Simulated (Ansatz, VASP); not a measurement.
SbAu in VASP and in Ansatz

```
Au Sb
1.0
     0.00000    3.07945    3.07945
     3.07945    0.00000    3.07945
     3.07945    3.07945    0.00000
Au Sb
1 1
Direct
  0.00000 0.00000 0.00000
  0.25000 0.25000 0.25000
```

Change from the starting cell: volume scaled by 0.97, PAW files.

Alike in both runs: task electric field gradients; functional PBE; k mesh 10 × 10 × 10; occupations fermi-dirac, width 0.08 eV; no spin polarisation.

```csv
,VASP,Ansatz
version,VASP 6.6.1,Ansatz 0.2.0
potentials or method,"VASP PAW PBE potentials, release 64 (Au, Sb)","PAW with Ansatz's default frozen-core files, scalar-relativistic"
plane-wave cutoff (eV),520,420
valence electrons in the cell,16,34
```

```tsv
	VASP	Ansatz	Ansatz less VASP
pressure (GPa)	1.6	1.9	+0.27
```

VASP's potentials hold 16 valence electrons a cell and Ansatz's 34, so a difference there can come from the potentials and not from the codes.

Spin-orbit coupling is off throughout.
